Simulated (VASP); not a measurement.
# AlN in VASP: a series of runs, part 2 of 2

VASP 6.6.1.

### Step 5. Single point, PBEsol

This run uses another cell than the first one: it holds 36 atoms, not 4.

File INCAR:

```
SYSTEM = AlN
PREC = Accurate
ENCUT = 520
EDIFF = 1E-6
ISMEAR = 0
SIGMA = 0.02
LREAL = Auto
LASPH = .True.
NELM = 100
ALGO = Normal
ISIF = 2
LWAVE = .False.
LCHARG = .True.
GGA = PS
LELF = .True.
LVHAR = .True.
NBANDS = 96
```

File KPOINTS:

```
Automatic mesh
0
Gamma
  2 2 2
  0.5 0.5 0.5
```

File POSCAR:

```
AlN
1.0
    4.6706711409      2.6966132405     -4.9836450386
    0.0000000000     -5.3932264810     -4.9836450386
   -4.6706711409      2.6966132405     -4.9836450386
Al N
18 18
Direct
    0.0558815908      0.3892149242      0.0558815908
    0.0558815908      0.0558815908      0.3892149242
    0.3892149242      0.3892149242      0.7225482575
    0.7225482575      0.3892149242      0.3892149242
    0.3892149242      0.0558815908      0.0558815908
    0.0558815908      0.7225482575      0.7225482575
    0.3892149242      0.7225482575      0.3892149242
    0.7225482575      0.0558815908      0.7225482575
    0.7225482575      0.7225482575      0.0558815908
    0.7781038131      0.1114371464      0.1114371464
    0.7781038131      0.7781038131      0.4447704797
    0.1114371464      0.1114371464      0.7781038131
    0.4447704797      0.1114371464      0.4447704797
    0.1114371464      0.7781038131      0.1114371464
    0.7781038131      0.4447704797      0.7781038131
    0.1114371464      0.4447704797      0.4447704797
    0.4447704797      0.7781038131      0.7781038131
    0.4447704797      0.4447704797      0.1114371464
    0.9285628536      0.2618961869      0.9285628536
    0.9285628536      0.9285628536      0.2618961869
    0.2618961869      0.2618961869      0.5952295203
    0.5952295203      0.2618961869      0.2618961869
    0.2618961869      0.9285628536      0.9285628536
    0.9285628536      0.5952295203      0.5952295203
    0.2618961869      0.5952295203      0.2618961869
    0.5952295203      0.9285628536      0.5952295203
    0.5952295203      0.5952295203      0.9285628536
    0.9841184092      0.3174517425      0.3174517425
    0.9841184092      0.9841184092      0.6507850758
    0.3174517425      0.3174517425      0.9841184092
    0.6507850758      0.3174517425      0.6507850758
    0.3174517425      0.9841184092      0.3174517425
    0.9841184092      0.6507850758      0.9841184092
    0.3174517425      0.6507850758      0.6507850758
    0.6507850758      0.9841184092      0.9841184092
    0.6507850758      0.6507850758      0.3174517425
```

Potentials or basis: VASP PAW PBE potentials, release 64 (Al, N).

Started as:

```bash
$ cat potpaw_PBE.64/Al/POTCAR potpaw_PBE.64/N/POTCAR > POTCAR
$ mpirun -np 1 vasp_std > vasp.out
```

OUTCAR:

```text
SYSTEM = AlN
   PREC = Accurate
   ENCUT = 520
   EDIFF = 1E-6
   ISMEAR = 0
   LREAL = Auto
   LASPH = .True.
   NELM = 100
   ISIF = 2
   GGA = PS

 ion  position               nearest neighbor table
   1  0.056  0.389  0.056-  33 1.89  30 1.89  28 1.89  19 1.90  15 3.07  12 3.07  10 3.07  16 3.07
                            18 3.07  14 3.07   6 3.11   9 3.11   3 3.11   4 3.11   2 3.11   5 3.11
   2  0.056  0.056  0.389-  29 1.89  32 1.89  28 1.89  20 1.90  11 3.07  14 3.07  10 3.07  13 3.07
                            16 3.07  12 3.07   8 3.11   6 3.11   7 3.11   4 3.11   5 3.11   1 3.11
   3  0.389  0.389  0.723-  31 1.89  34 1.89  30 1.89  21 1.90  18 3.07  15 3.07  17 3.07  12 3.07
                            13 3.07  16 3.07   4 3.11   7 3.11   1 3.11   5 3.11   6 3.11   8 3.11
   4  0.723  0.389  0.389-  31 1.89  36 1.89  28 1.89  22 1.90  16 3.07  15 3.07  11 3.07  10 3.07
                            13 3.07  18 3.07   3 3.11   7 3.11   1 3.11   2 3.11   8 3.11   9 3.11
   5  0.389  0.056  0.056-  35 1.89  32 1.89  30 1.89  23 1.90  17 3.07  14 3.07  12 3.07  13 3.07
                            18 3.07  10 3.07   8 3.11   9 3.11   3 3.11   7 3.11   2 3.11   1 3.11
   6  0.056  0.723  0.723-  33 1.89  29 1.89  34 1.89  24 1.90  15 3.07  11 3.07  16 3.07  14 3.07
                            17 3.07  12 3.07   9 3.11   8 3.11   1 3.11   2 3.11   7 3.11   3 3.11
   7  0.389  0.723  0.389-  34 1.89  36 1.89  32 1.89  25 1.90  13 3.07  11 3.07  17 3.07  14 3.07
                            18 3.07  16 3.07   3 3.11   4 3.11   6 3.11   9 3.11   2 3.11   5 3.11
   8  0.723  0.056  0.723-  29 1.89  35 1.89  31 1.89  26 1.90  11 3.07  17 3.07  13 3.07  10 3.07
                            12 3.07  15 3.07   2 3.11   5 3.11   6 3.11   9 3.11   4 3.11   3 3.11
   9  0.723  0.723  0.056-  33 1.89  35 1.89  36 1.89  27 1.90  15 3.07  17 3.07  18 3.07  14 3.07
[... 23 lines left out ...]
  23  0.262  0.929  0.929-  17 1.89  14 1.89  12 1.89   5 1.90
  24  0.929  0.595  0.595-  15 1.89  11 1.89  16 1.89   6 1.90
[... 10 lines left out ...]
  35  0.651  0.984  0.984-   5 1.89   8 1.89   9 1.89  10 1.90
  36  0.651  0.651  0.317-   7 1.89   4 1.89   9 1.89  11 1.90

  LATTYP: Found a trigonal (rhomboedric) cell.
 ALAT       =     7.3432696904
 COS(alpha) =     0.1908861811

  Lattice vectors:

 A1 = (   4.6706711409,   2.6966132405,  -4.9836450386)
 A2 = (   0.0000000000,  -5.3932264810,  -4.9836450386)
 A3 = (  -4.6706711409,   2.6966132405,  -4.9836450386)

Analysis of symmetry for initial positions (statically):
=====================================================================
 Subroutine PRICEL returns following result:

  LATTYP: Found a hexagonal cell.
[... 169 lines left out ...]
  free energy    TOTEN  =      -281.80605114 eV

  energy without entropy =     -281.80605114  energy(sigma->0) =     -281.80605114

 E-fermi :   5.9750     XC(G=0): -11.0991

 val. band max:        5.8309082516   @ k =  -0.2500   0.2500   0.2500
 cond. band min:      10.9765001686   @ k =  -0.2500   0.2500   0.2500
 fundamental gap:      5.1455919171
 Fermi energy:         5.9750449288

 k-point     1 :       0.2500    0.2500    0.2500
  band No.  band energies     occupation
      1      -8.8713      2.00000
      2      -7.8337      2.00000
      3      -7.8337      2.00000
      4      -7.8337      2.00000
      5      -7.3733      2.00000
      6      -7.3729      2.00000
[... 76 lines left out ...]
     83      12.1287      0.00000
     84      12.1287      0.00000

 k-point     2 :      -0.2500    0.2500    0.2500
  band No.  band energies     occupation
      1      -8.7347      2.00000
      2      -8.1523      2.00000
      3      -7.9258      2.00000
      4      -7.9258      2.00000
      5      -7.6506      2.00000
      6      -7.1789      2.00000
[... 76 lines left out ...]
     83      12.5049      0.00000
     84      12.5049      0.00000
 [bands above 84 left out]

------------------------ aborting loop because EDIFF is reached ----------------------------------------

  FORCE on cell =-STRESS in cart. coord.  units (eV):
  Direction    XX          YY          ZZ          XY          YZ          ZX
  --------------------------------------------------------------------------------------
  -------------------------------------------------------------------------------------
  Total       -0.0550347     -0.0550347      0.0054702      0.0000000      0.0000000     -0.0000000
  in kB       -0.2341265     -0.2341265      0.0232712      0.0000000      0.0000000     -0.0000000
  external PRESSURE =      -0.1483273 kB  Pullay stress =       0.0000000 kB

 VOLUME and BASIS-vectors are now :
 -----------------------------------------------------------------------------
  energy-cutoff  :      520.00
  volume of cell :      376.61
      direct lattice vectors                 reciprocal lattice vectors
     4.670671141  2.696613241 -4.983645039     0.107050997  0.061805922 -0.066885448
     0.000000000 -5.393226481 -4.983645039     0.000000000 -0.123611843 -0.066885448
    -4.670671141  2.696613241 -4.983645039    -0.107050997  0.061805922 -0.066885448

 POSITION                                       TOTAL-FORCE (eV/Angst)
 -----------------------------------------------------------------------------------
      0.00000     -1.79774     -2.49670         0.000000      0.000000     -0.003964
     -1.55689      0.89887     -2.49670         0.000000      0.000000     -0.003964
     -1.55689      0.89887     -7.48034         0.000000      0.000000     -0.003964
      1.55689      0.89887     -7.48034         0.000000      0.000000     -0.003964
      1.55689      0.89887     -2.49670         0.000000      0.000000     -0.003964
     -3.11378     -1.79774     -7.48034         0.000000      0.000000     -0.003964
[... 28 lines left out ...]
     -1.55689     -0.89887    -13.05228         0.000000      0.000000      0.004246
      1.55689     -0.89887     -8.06863         0.000000      0.000000      0.004246
 -----------------------------------------------------------------------------------
    total drift:                                0.000000     -0.000000     -0.009511

  FREE ENERGIE OF THE ION-ELECTRON SYSTEM (eV)
  ---------------------------------------------------
  free  energy   TOTEN  =      -281.8060511395 eV

  energy  without entropy=     -281.8060511395  energy(sigma->0) =     -281.80605114
```

OSZICAR:

```text
N       E                     dE             d eps       ncg     rms          rms(c)
DAV:   1     0.588482557679E+03    0.58848E+03   -0.67178E+04   384   0.136E+03
DAV:   2    -0.259094622434E+03   -0.84758E+03   -0.81196E+03   480   0.268E+02
DAV:   3    -0.320902621460E+03   -0.61808E+02   -0.61351E+02   464   0.773E+01
DAV:   4    -0.321809295807E+03   -0.90667E+00   -0.90428E+00   456   0.102E+01
DAV:   5    -0.321827582614E+03   -0.18287E-01   -0.18279E-01   456   0.140E+00    0.351E+01
DAV:   6    -0.282417041758E+03    0.39411E+02   -0.16263E+02   448   0.335E+01    0.128E+01
DAV:   7    -0.282120405547E+03    0.29664E+00   -0.45735E+00   424   0.617E+00    0.846E+00
DAV:   8    -0.281822568530E+03    0.29784E+00   -0.43575E-01   424   0.270E+00    0.973E-01
DAV:   9    -0.281804210295E+03    0.18358E-01   -0.75076E-02   448   0.708E-01    0.631E-01
DAV:  10    -0.281806532146E+03   -0.23219E-02   -0.98968E-03   464   0.264E-01    0.352E-01
DAV:  11    -0.281806050516E+03    0.48163E-03   -0.18611E-03   448   0.118E-01    0.662E-02
DAV:  12    -0.281806055204E+03   -0.46879E-05   -0.45163E-05   440   0.237E-02    0.301E-02
DAV:  13    -0.281806052549E+03    0.26553E-05   -0.58364E-06   440   0.774E-03    0.178E-02
DAV:  14    -0.281806051172E+03    0.13771E-05   -0.55739E-06   416   0.721E-03    0.334E-03
DAV:  15    -0.281806051139E+03    0.32152E-07   -0.35707E-07   240   0.233E-03
   1 F= -.28180605E+03 E0= -.28180605E+03  d E =-.234927E-24
```

stdout:

```text
POSCAR found type information on POSCAR AlN
 POSCAR found :  2 types and      36 ions
 scaLAPACK will be used
 -----------------------------------------------------------------------------
|                                                                             |
|                                                                             |
|     You enforced a specific xc type in the INCAR file but a different       |
|     I HOPE YOU KNOW WHAT YOU ARE DOING!                                     |
|                                                                             |
 -----------------------------------------------------------------------------

 LDA part: xc-table for (Slater+PW92), standard interpolation
 POSCAR, INCAR and KPOINTS ok, starting setup
 FFT: planning ... GRIDC
 FFT: planning ... GRID_SOFT
 FFT: planning ... GRID
 WAVECAR not read
 entering main loop
```

Wall time 3.6 min (1 thread of Intel Xeon 8259CL, shared host); peak memory 0.41 GiB.

What came out:

* Free energy: -281.8061 eV
* Pressure: 0.0 GPa
* Largest force: 0.004 eV/Å
* Band gap on the k mesh: 5.15 eV

Forces on the atoms (eV/Å):
```
Al   0.000  0.000 -0.004
Al   0.000  0.000 -0.004
Al   0.000  0.000 -0.004
Al   0.000  0.000 -0.004
Al   0.000  0.000 -0.004
Al   0.000  0.000 -0.004
Al   0.000  0.000 -0.004
Al   0.000  0.000 -0.004
Al   0.000  0.000 -0.004
Al   0.000  0.000 -0.003
Al   0.000  0.000 -0.003
Al   0.000  0.000 -0.003
Al   0.000  0.000 -0.003
Al   0.000  0.000 -0.003
Al   0.000  0.000 -0.003
Al   0.000  0.000 -0.003
Al   0.000  0.000 -0.003
Al   0.000  0.000 -0.003
N    0.000  0.000  0.003
N    0.000  0.000  0.003
N    0.000  0.000  0.003
N    0.000  0.000  0.003
N    0.000  0.000  0.003
N    0.000  0.000  0.003
N    0.000  0.000  0.003
N    0.000  0.000  0.003
N    0.000  0.000  0.003
N    0.000  0.000  0.004
N    0.000  0.000  0.004
N    0.000  0.000  0.004
N    0.000  0.000  0.004
N    0.000  0.000  0.004
N    0.000  0.000  0.004
N    0.000  0.000  0.004
N    0.000  0.000  0.004
N    0.000  0.000  0.004
```

Caveat: the PAW data sets were made with another functional, which shifts forces and pressure a little; a shifted mesh leaves out Γ, where band edges can lie. A k mesh can miss the band edges.

### Step 6. Single point, PBEsol

This run uses another cell than the first one: it holds 36 atoms, not 4.

File INCAR:

```
SYSTEM = AlN
  PREC = Accurate
  ENCUT = 520
  EDIFF = 1E-7
  ISMEAR = 0
  SIGMA = 0.02
  LREAL = Auto
  LASPH = .True.
  NELM = 60
  ALGO = Normal
  ISIF = 2
  LWAVE = .False.
  LCHARG = .False.
  GGA = PS
  NBANDS = 96
```

KPOINTS is that of step 5.

File POSCAR:

```
AlN
1.0
    4.6706711409      2.6966132405     -4.9836450386
    0.0000000000     -5.3932264810     -4.9836450386
   -4.6706711409      2.6966132405     -4.9836450386
Al N
18 18
Direct
    0.0566250853      0.3894455701      0.0556026772
    0.0565763017      0.0560673876      0.3889279885
    0.3898836645      0.3894216648      0.7222709965
    0.7232092461      0.3893729325      0.3889484760
    0.3898718818      0.0560544677      0.0556407713
    0.0564966804      0.7228022176      0.7222580638
    0.3897989423      0.7226678294      0.3889337161
    0.7231910103      0.0560972659      0.7223530006
    0.7232064842      0.7227479689      0.0556263938
    0.7787926681      0.1116531291      0.1111471883
    0.7787322603      0.7783215409      0.4444872415
    0.1121351196      0.1116327189      0.7778735646
    0.4454936376      0.1115734739      0.4445112916
    0.1120916799      0.7783487155      0.1111928301
    0.7788299986      0.4449618552      0.7778289667
    0.1120946781      0.4448736229      0.4445029573
    0.4453643507      0.7782407578      0.7777567455
    0.4455253219      0.4449866228      0.1111396415
    0.9292437178      0.2621136729      0.9282699582
    0.9292133788      0.9287448027      0.2615857262
    0.2625454645      0.2621131843      0.5949175924
    0.5959008711      0.2620337858      0.2616246143
    0.2625551483      0.9287659577      0.9282924959
    0.9292726184      0.5954182618      0.5949126832
    0.2625464406      0.5953739688      0.2615958778
    0.5958798475      0.9287449611      0.5949968738
    0.5958390056      0.5953772849      0.9282736631
    0.9847961844      0.3176466600      0.3171298067
    0.9847585197      0.9843318393      0.6504759453
    0.3181613624      0.3176026167      0.9838363811
    0.6514721857      0.3176214678      0.6504632444
    0.3181001613      0.9842842222      0.3171724293
    0.9847639715      0.6510043767      0.9837769894
    0.3181590792      0.6510551086      0.6505296445
    0.6514593095      0.9842948186      0.9839042217
    0.6514061379      0.6509495176      0.3171704149
```

Potentials or basis: VASP PAW PBE potentials, release 64 (Al, N).

Started as:

```bash
$ cat potpaw_PBE.64/Al/POTCAR potpaw_PBE.64/N/POTCAR > POTCAR
$ mpirun -np 1 vasp_std > vasp.out
```

Wall time 6.9 min (1 thread of Intel Xeon 8259CL, shared host); peak memory 0.44 GiB.

Results (log left out):

```yaml
Free_energy: -281.8060 eV
Pressure: 0.0 GPa
Largest_force: 0.028 eV/Å
Band_gap_on_the_k_mesh: 5.15 eV
```

Forces in eV/Å, atoms in the order of the input:
```
Al  -0.002  0.000  0.000
Al  -0.001 -0.006 -0.005
Al  -0.001  0.000  0.001
Al   0.005 -0.001  0.001
Al   0.003  0.000 -0.004
Al   0.005  0.003 -0.008
Al   0.003 -0.004 -0.006
Al   0.004  0.004 -0.001
Al   0.001 -0.001 -0.002
Al  -0.003  0.001 -0.007
Al  -0.001  0.006  0.000
Al   0.002 -0.004  0.002
Al  -0.005 -0.005  0.001
Al   0.003  0.005  0.003
Al  -0.003 -0.009  0.004
Al   0.001 -0.010 -0.006
Al   0.002  0.006 -0.024
Al  -0.009  0.003  0.006
N    0.000  0.003  0.000
N   -0.003  0.000 -0.002
N    0.002  0.009  0.000
N    0.002 -0.003  0.000
N    0.003  0.004  0.004
N   -0.003 -0.003  0.005
N   -0.001 -0.001  0.004
N    0.002  0.002  0.001
N    0.010 -0.004 -0.007
N   -0.002  0.002  0.007
N   -0.002  0.000 -0.003
N    0.002 -0.004  0.002
N   -0.006 -0.001 -0.002
N    0.001  0.005  0.002
N   -0.003  0.004 -0.003
N   -0.005  0.002  0.027
N    0.002 -0.004  0.007
N   -0.001  0.001  0.002
```

Levels at points of the mesh, in eV from the valence-band top:
| k point | band 70 | band 71 | band 72 | band 73 | band 74 | band 75 |
| --- | --- | --- | --- | --- | --- | --- |
| (0.25, 0.25, 0.25) | -0.37 | -0.10 | -0.10 | 5.29 | 5.76 | 5.76 |

Caveat: the PAW data sets were made with another functional, which shifts forces and pressure a little; a shifted mesh leaves out Γ, where band edges can lie.

### Step 7. Summary

```csv
task,cell,k mesh,cutoff (eV),gap on the mesh (eV),pressure (GPa)
single point,"a = 3.114, b = 3.114, c = 4.984 Å, angles 90.0, 90.0, 120.0°, 4 atoms, atomic positions A",9 × 9 × 4,520,4.11,0.0
relaxation of cell and atoms,"relaxed from a = 3.129, b = 3.129, c = 5.017 Å, angles 90.0, 90.0, 120.0°, 4 atoms, atomic positions A",9 × 9 × 4,600,4.12,0.0
single point,"a = 7.343 Å, angles 79.0°, 36 atoms, atomic positions B","2 × 2 × 2, shifted",520,5.15,0.0
```

Alike in all rows: level PBEsol; potentials or basis VASP PAW PBE potentials, release 64 (Al, N); no spin polarisation; smearing gaussian 0.02 eV.

Caveats: the PAW data sets were made with another functional, which shifts forces and pressure a little; a shifted mesh leaves out Γ, where band edges can lie (at least some runs).

Total energies depend on the potentials used, so only differences within one code and one set of settings carry meaning.
